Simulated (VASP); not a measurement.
# Sn3C2 (Pm-3m) in VASP: a series of runs

Runs on Sn3C2. Level: PBE. Tasks: single point, relaxation of cell and atoms.

All numbers are computed with VASP 6.6.1; they aren't measurements. Logs are shortened: lines on timing, memory, paths and dates and some standing lists are left out, and cuts for length are marked.

## Step 1: The cell of the first run

The structure is cubic, space group Pm-3m (No. 221). The conventional cell has a = 4.717 Å, b = 4.717 Å, c = 4.717 Å, α = 90.00°, β = 90.00°, γ = 90.00°. Sn (site symmetry 4/mmm) has 2 C at 2.36 Å within 3.1 Å. Within 3.1 Å of C (site symmetry m-3m) lie 6 Sn at 2.36 Å. C (site symmetry m-3m) has 12 Sn at 3.34 Å and 8 C at 4.08 Å within 4.4 Å.

## Step 2: Single point, PBE

Contents of INCAR:

```
  ALGO = Normal
  EDIFF = 1E-7
  ENCUT = 520
  GGA = PE
  ISIF = 2
  ISMEAR = 0
  LASPH = T
  LCHARG = F
  LREAL = F
  LWAVE = F
  NBANDS = 33
  NELM = 100
  PREC = Accurate
  SIGMA = 0.1
```

Contents of KPOINTS:

```
k-points
0
Gamma
  4 4 4
```

Contents of POSCAR:

```
Sn3C2
1.0
    4.7166199488      0.0000000000      0.0000000000
    0.0000000000      4.7166199488      0.0000000000
    0.0000000000      0.0000000000      4.7166199488
Sn C
3 2
Direct
    0.0000000000      0.5000000000      0.5000000000
    0.5000000000      0.0000000000      0.5000000000
    0.5000000000      0.5000000000      0.0000000000
    0.5000000000      0.5000000000      0.5000000000
    0.0000000000      0.0000000000      0.0000000000
```

Potentials or basis: VASP PAW PBE potentials, release 64 (Sn_d, C).

Command:

```bash
cat potpaw_PBE.64/Sn_d/POTCAR potpaw_PBE.64/C/POTCAR > POTCAR
mpirun -np 1 vasp_std > vasp.out
```

OUTCAR:

```text
EDIFF = 1E-7
   ENCUT = 520
   GGA = PE
   ISIF = 2
   ISMEAR = 0
   LASPH = T
   LREAL = F
   NELM = 100
   PREC = Accurate

 ion  position               nearest neighbor table
   1  0.000  0.500  0.500-   4 2.36   4 2.36   2 3.34   3 3.34   2 3.34   2 3.34   3 3.34   3 3.34
                             3 3.34   2 3.34
   2  0.500  0.000  0.500-   4 2.36   4 2.36   1 3.34   3 3.34   1 3.34   3 3.34   3 3.34   3 3.34
                             1 3.34   1 3.34
   3  0.500  0.500  0.000-   4 2.36   4 2.36   1 3.34   1 3.34   2 3.34   2 3.34   2 3.34   2 3.34
                             1 3.34   1 3.34
   4  0.500  0.500  0.500-   1 2.36   2 2.36   3 2.36   3 2.36   2 2.36   1 2.36
   5  0.000  0.000  0.000-

  LATTYP: Found a simple cubic cell.
 ALAT       =     4.7166199488

  Lattice vectors:

 A1 = (   4.7166199488,   0.0000000000,   0.0000000000)
 A2 = (   0.0000000000,   4.7166199488,   0.0000000000)
 A3 = (   0.0000000000,   0.0000000000,   4.7166199488)

Analysis of symmetry for initial positions (statically):
=====================================================================
 Subroutine PRICEL returns:
 Original cell was already a primitive cell.

 Routine SETGRP: Setting up the symmetry group for a
 simple cubic supercell.

 Subroutine GETGRP returns: Found 48 space group operations
 (whereof 48 operations were pure point group operations)
 out of a pool of 48 trial point group operations.

The static configuration has the point symmetry O_h .

Analysis of symmetry for dynamics (positions and initial velocities):
=====================================================================
 Subroutine PRICEL returns:
 Original cell was already a primitive cell.

 Routine SETGRP: Setting up the symmetry group for a
 simple cubic supercell.

 Subroutine GETGRP returns: Found 48 space group operations
 (whereof 48 operations were pure point group operations)
 out of a pool of 48 trial point group operations.

The dynamic configuration has the point symmetry O_h .

 Subroutine INISYM returns: Found 48 space group operations
 (whereof 48 operations are pure point group operations),
 and found     1 'primitive' translations

----------------------------------------------------------------------------------------

                                     Primitive cell

  volume of cell :     104.9283

  direct lattice vectors                    reciprocal lattice vectors
     4.716619949  0.000000000  0.000000000     0.212016234  0.000000000  0.000000000
     0.000000000  4.716619949  0.000000000     0.000000000  0.212016234  0.000000000
     0.000000000  0.000000000  4.716619949     0.000000000  0.000000000  0.212016234

  length of vectors
     4.716619949  4.716619949  4.716619949     0.212016234  0.212016234  0.212016234

  position of ions in fractional coordinates (direct lattice)
     0.000000000  0.500000000  0.500000000
     0.500000000  0.000000000  0.500000000
     0.500000000  0.500000000  0.000000000
     0.500000000  0.500000000  0.500000000
     0.000000000  0.000000000  0.000000000

  ion indices of the primitive-cell ions
   primitive index   ion index
                 1           1
                 2           2
                 3           3
                 4           4
                 5           5

----------------------------------------------------------------------------------------

 KPOINTS: k-points

Automatic generation of k-mesh.
 Grid dimensions read from file:
 generate k-points for:    4    4    4

 Generating k-lattice:

  Cartesian coordinates                     Fractional coordinates (reciprocal lattice)
     0.053004059  0.000000000  0.000000000     0.250000000  0.000000000  0.000000000
     0.000000000  0.053004059  0.000000000     0.000000000  0.250000000  0.000000000
     0.000000000  0.000000000  0.053004059     0.000000000  0.000000000  0.250000000

  Length of vectors
     0.053004059  0.053004059  0.053004059

  Shift w.r.t. Gamma in fractional coordinates (k-lattice)
     0.000000000  0.000000000  0.000000000

 Subroutine IBZKPT returns following result:
 ===========================================

 Found     10 irreducible k-points:

 Following reciprocal coordinates:
            Coordinates               Weight
  0.000000  0.000000  0.000000      1.000000
  0.250000  0.000000  0.000000      6.000000
  0.500000  0.000000  0.000000      3.000000
  0.250000  0.250000  0.000000     12.000000
  0.500000  0.250000  0.000000     12.000000
  0.500000  0.500000  0.000000      3.000000
  0.250000  0.250000  0.250000      8.000000
  0.500000  0.250000  0.250000     12.000000
  0.500000  0.500000  0.250000      6.000000
  0.500000  0.500000  0.500000      1.000000
   k-points           NKPTS =     10   k-points in BZ     NKDIM =     10   number of bands    NBANDS=     33
   number of dos      NEDOS =    301   number of ions     NIONS =      5
   total plane-waves  NPLWV =  46656
   dimension x,y,z NGX =    36 NGY =   36 NGZ =   36
   dimension x,y,z NGXF=    72 NGYF=   72 NGZF=   72
   ions per type =               3   2
   NGX,Y,Z   is equivalent  to a cutoff of  12.69, 12.69, 12.69 a.u.
   NGXF,Y,Z  is equivalent  to a cutoff of  25.38, 25.38, 25.38 a.u.
 SYSTEM =  unknown system
   PREC   = accura    normal or accurate (medium, high low for compatibility)
   ISTART =      0    job   : 0-new  1-cont  2-samecut
   ICHARG =      2    charge: 1-file 2-atom 10-const
   ISPIN  =      1    spin polarized calculation?
   LNONCOLLINEAR =      F non collinear calculations
   LSORBIT =      F    spin-orbit coupling
   LASPH  =      T    aspherical Exc in radial PAW
   ENCUT  =  520.0 eV  38.22 Ry    6.18 a.u.   8.77  8.77  8.77*2*pi/ulx,y,z
   NELM   =    100;   NELMIN=  2; NELMDL= -5     # of ELM steps
   EDIFF  = 0.1E-06   stopping-criterion for ELM
   LREAL  =      F    real-space projection
   EDIFFG = 0.1E-05   stopping-criterion for IOM
   NSW    =      0    number of steps for IOM
   IBRION =     -1    ionic relax: 0-MD 1-quasi-New 2-CG
   NFREE  =      0    steps in history (QN), initial steepest desc. (CG)
   ISIF   =      2    stress and relaxation
   ISYM   =      2    0-nonsym 1-usesym 2-fastsym
   POTIM  = 0.5000    time-step for ionic-motion
   TEBEG  =    0.0;   TEEND  =   0.0 temperature during run
   PSTRESS=    0.0 pullay stress
   NELECT =      50.0000    total number of electrons
   NUPDOWN=      -1.0000    fix difference up-down
   EMIN   =  10.00;   EMAX   =-10.00  energy-range for DOS
   EFERMI =   0.00;   METHOD = LEGACY
   ISMEAR =     0;   SIGMA  =   0.10  broadening in eV -4-tet -1-fermi 0-gaus
   EFERMI_NEDOS =   21; number of points for ismear=-14 and -15
   IALGO  =     38    algorithm
   IMIX   =      4    mixing-type and parameters
     AMIX     =   0.40;   BMIX     =  1.00
     AMIX_MAG =   1.60;   BMIX_MAG =  1.00
  volume/ion in A,a.u.               =      20.99       141.62
  Fermi-wavevector in a.u.,A,eV,Ry     =   1.278696  2.416385 22.246386  1.635063
  Thomas-Fermi vector in A             =   2.411224
   LORBIT       =      0    0 simple, 1 ext, 2 COOP (PROOUT), +10 PAW based schemes
   GGA     = PE    functional components
   LHFCALC =     F    Hartree Fock is set to
   AEXX    =    0.0000 exact exchange contribution
   IVDW    =     0    specifies the selected vdW correction
   LEPSILON=     F    determine dielectric tensor
   LRPA    =     F    only Hartree local field effects (RPA)
 non-spin polarized calculation
 Gauss-broadening in eV      SIGMA  =   0.10
  energy-cutoff  :      520.00
  volume of cell :      104.93
 maximum number of plane-waves:      2872
 NGX is ok and might be reduce to    36
   NGX = 17   NGY = 17   NGZ = 17

 number of electron      49.9999968 magnetization

 Free energy of the ion-electron system (eV)
  ---------------------------------------------------
  ext. energy  EPLUGINS =         0.00000000
  ---------------------------------------------------
  free energy    TOTEN  =       -20.75747776 eV

  energy without entropy =      -20.73663601  energy(sigma->0) =      -20.74705688

 E-fermi :   6.5667     XC(G=0): -10.2194

 val. band max:        6.5303304501   @ k =   0.2500   0.2500   0.2500
 cond. band min:       6.6164092484   @ k =   0.2500   0.0000   0.0000
 fundamental gap:      0.0860787982
 Fermi energy:         6.5667139035

 k-point     1 :       0.0000    0.0000    0.0000
  band No.  band energies     occupation
      1     -15.0180      2.00000
      2     -14.9237      2.00000
      3     -14.9237      2.00000
      4     -14.9237      2.00000
      5     -14.9107      2.00000
      6     -14.9107      2.00000
[... 25 lines left out ...]
     32      10.4669      0.00000
     33      13.1757      0.00000

 k-point     2 :       0.2500    0.0000    0.0000
  band No.  band energies     occupation
      1     -14.9772      2.00000
      2     -14.9171      2.00000
      3     -14.9087      2.00000
      4     -14.8929      2.00000
      5     -14.8929      2.00000
      6     -14.8929      2.00000
[... 25 lines left out ...]
     32       9.9356      0.00000
     33      13.4753      0.00000

 k-point     3 :       0.5000    0.0000    0.0000
  band No.  band energies     occupation
      1     -14.9186      2.00000
      2     -14.9093      2.00000
      3     -14.9060      2.00000
      4     -14.8652      2.00000
      5     -14.8546      2.00000
      6     -14.8546      2.00000
[... 25 lines left out ...]
     32       9.2634      0.00000
     33      11.0592      0.00000

 k-point     4 :       0.2500    0.2500    0.0000
  band No.  band energies     occupation
      1     -14.9449      2.00000
      2     -14.9016      2.00000
      3     -14.8995      2.00000
      4     -14.8957      2.00000
      5     -14.8763      2.00000
      6     -14.8603      2.00000
[... 169 lines left out ...]
     32      11.1686      0.00000
     33      11.4977      0.00000

 k-point     9 :       0.5000    0.5000    0.2500
  band No.  band energies     occupation
      1     -14.8998      2.00000
      2     -14.8998      2.00000
      3     -14.8931      2.00000
      4     -14.8833      2.00000
      5     -14.8679      2.00000
      6     -14.8632      2.00000
[... 25 lines left out ...]
     32      11.3607      0.00000
     33      11.8275      0.00000

 k-point    10 :       0.5000    0.5000    0.5000
  band No.  band energies     occupation
      1     -14.9050      2.00000
      2     -14.9018      2.00000
      3     -14.9018      2.00000
      4     -14.9018      2.00000
      5     -14.8848      2.00000
      6     -14.8848      2.00000
[... 25 lines left out ...]
     32      11.9387      0.00000
     33      13.4145      0.00000

------------------------ aborting loop because EDIFF is reached ----------------------------------------

  FORCE on cell =-STRESS in cart. coord.  units (eV):
  Direction    XX          YY          ZZ          XY          YZ          ZX
  --------------------------------------------------------------------------------------
  -------------------------------------------------------------------------------------
  Total       -0.2233849     -0.2233849     -0.2233849      0.0000000     -0.0000000     -0.0000000
  in kB       -3.4109215     -3.4109215     -3.4109215      0.0000000     -0.0000000     -0.0000000
  external PRESSURE =      -3.4109215 kB  Pullay stress =       0.0000000 kB

 VOLUME and BASIS-vectors are now :
 -----------------------------------------------------------------------------
  energy-cutoff  :      520.00
  volume of cell :      104.93
      direct lattice vectors                 reciprocal lattice vectors
     4.716619949  0.000000000  0.000000000     0.212016234  0.000000000  0.000000000
     0.000000000  4.716619949  0.000000000     0.000000000  0.212016234  0.000000000
     0.000000000  0.000000000  4.716619949     0.000000000  0.000000000  0.212016234

 POSITION                                       TOTAL-FORCE (eV/Angst)
 -----------------------------------------------------------------------------------
      0.00000      2.35831      2.35831         0.000000      0.000000      0.000000
      2.35831      0.00000      2.35831         0.000000      0.000000      0.000000
      2.35831      2.35831      0.00000         0.000000      0.000000      0.000000
      2.35831      2.35831      2.35831         0.000000      0.000000      0.000000
      0.00000      0.00000      0.00000         0.000000      0.000000      0.000000
 -----------------------------------------------------------------------------------
    total drift:                                0.000000      0.000000      0.000000

  FREE ENERGIE OF THE ION-ELECTRON SYSTEM (eV)
  ---------------------------------------------------
  free  energy   TOTEN  =       -20.7574777620 eV

  energy  without entropy=      -20.7366360052  energy(sigma->0) =      -20.74705688
```

It took 32 s on 1 thread of Intel Xeon Platinum 8259CL at 2.50GHz (Skylake/Cascade Lake), shared host; peak memory 0.2 GiB.

What came out:

| Item | Value |
| --- | --- |
| Free energy | -20.7575 eV |
| Pressure | -0.3 GPa |
| Band gap on the k mesh | zero (band 25 reaches 8.56 eV, above the bottom of band 26 at 5.87 eV) |

Caveat: spin-orbit coupling is left out, which moves the levels of the heavy elements.

## Step 3: Relaxation of cell and atoms, PBE

This run uses another cell than the first one, of 22.29 Å³/atom, 1.062 times its volume.

Contents of INCAR:

```
PREC = Accurate ; ENCUT = 600
EDIFF = 1E-6 ; ISMEAR = 0
SIGMA = 0.1 ; LREAL = F
LASPH = T ; NELM = 100
ALGO = Normal ; ISIF = 3
LWAVE = F ; LCHARG = F
GGA = PE ; IBRION = 2
NSW = 90 ; EDIFFG = -0.04
```

Contents of KPOINTS:

```
regular mesh
0
Gamma
  4 4 4
```

Changes to POSCAR since step 2:

```diff
@@ -2,5 +2,5 @@
 1.0
-    4.7166199488      0.0000000000      0.0000000000
-    0.0000000000      4.7166199488      0.0000000000
-    0.0000000000      0.0000000000      4.7166199488
+    4.8123050200      0.0000000000      0.0000000000
+    0.0000000000      4.8123050200      0.0000000000
+    0.0000000000      0.0000000000      4.8123050200
 Sn C
```

Potentials or basis: VASP PAW PBE potentials, release 64 (Sn_d, C).

Command:

```bash
cat potpaw_PBE.64/Sn_d/POTCAR potpaw_PBE.64/C/POTCAR > POTCAR
mpirun -np 1 vasp_std > vasp.out
```

Wall time 99 s (1 thread of Intel Xeon Platinum 8259CL at 2.50GHz (Skylake/Cascade Lake), shared host); peak memory 0.26 GiB.

It converged, with:

- Free energy: -20.7607 eV
- Relaxed volume: 20.87 Å³/atom
- Relaxed cell: a = 4.708 Å, b = 4.708 Å, c = 4.708 Å, α = 90.00°, β = 90.00°, γ = 90.00°
- Space group after relaxing (to 0.05 Å): Pm-3m (No. 221)
- Energy gained by relaxing: 16.6 meV/atom
- Ionic steps: 3
- Pressure after relaxing: 0.0 GPa
- Band gap on the k mesh: zero (band 25 reaches 8.64 eV, above the bottom of band 26 at 5.92 eV)

Step by step:
```csv
step,energy change (eV),largest force (eV/Å),pressure (GPa),volume (Å³)
1,0.0000,0.0000,-3.56,111.44
2,-0.0823,0.0000,0.44,103.65
3,-0.0832,0.0000,-0.02,104.36
```

Final structure:
```cif
data_structure
_symmetry_space_group_name_H-M 'P 1'
_symmetry_Int_Tables_number 1
_cell_length_a 4.7081
_cell_length_b 4.7081
_cell_length_c 4.7081
_cell_angle_alpha 90.000
_cell_angle_beta 90.000
_cell_angle_gamma 90.000
_cell_volume 104.36
loop_
_atom_site_label
_atom_site_type_symbol
_atom_site_fract_x
_atom_site_fract_y
_atom_site_fract_z
_atom_site_occupancy
Sn1 Sn 0.00000 0.50000 0.50000 1
Sn2 Sn 0.50000 0.00000 0.50000 1
Sn3 Sn 0.50000 0.50000 0.00000 1
C1 C 0.50000 0.50000 0.50000 1
C2 C 0.00000 0.00000 0.00000 1
```

Levels at points of the mesh, in eV from the Fermi level:
```csv
k point,band 22,band 23,band 24,band 25,band 26,band 27,band 28,band 29
"(0.00, 0.00, 0.00)",-4.54,-3.70,-0.71,-0.71,-0.71,2.91,2.91,2.91
"(0.50, 0.00, 0.00)",-4.22,-1.26,-1.26,0.79,0.95,1.51,2.41,2.41
"(0.50, 0.50, 0.00)",-1.83,-1.01,-1.01,-0.34,0.74,0.74,2.26,2.26
"(0.50, 0.50, 0.50)",-3.68,-3.68,2.01,2.01,2.01,2.24,2.24,2.24
```

Caveat: spin-orbit coupling is left out, which moves the levels of the heavy elements.
